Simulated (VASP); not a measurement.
Crystal: EuSb.

```xyz
2
Lattice="0.0000 3.5610 3.5610 3.5610 0.0000 3.5610 3.5610 3.5610 0.0000" Properties=species:S:1:pos:R:3 pbc="T T T"
Eu    0.0000    0.0000    0.0000
Sb    1.7805    1.7805    1.7805
```

Base run:

```yaml
Program: VASP 6.6.1
Functional: LDA
Potentials_or_basis: VASP PAW PBE potentials, release 64 (Eu, Sb)
Cutoff: 520 eV
k_mesh: 8 × 8 × 8
Occupations: gaussian, width 0.05 eV
Spin: collinear spin, ferromagnetic start
Starting_moments: "[0.2, 0.2] μB"
Hubbard_terms: Eu f U = 4.0 eV
```

Its results: pressure -0.1 GPa; net moment 6.45 μB per cell; site moments Eu +6.59; Sb -0.16 μB.

**Question.** The run is repeated on the same cell with these changes: hubbard terms from Eu f U = 4.0 eV to Eu f U = 6.0 eV; moments at the start from [0.2, 0.2] to [6.0, 0.0]. What comes out?

**Answer.** Pressure 0.8 GPa; net moment 7.73 μB per cell; site moments Eu +6.81; Sb +0.23 μB.

Caveats: the PAW data sets were made with another functional, which shifts forces and pressure a little; a cell with one magnetic atom can't hold antiferromagnetic order, which such compounds often take.
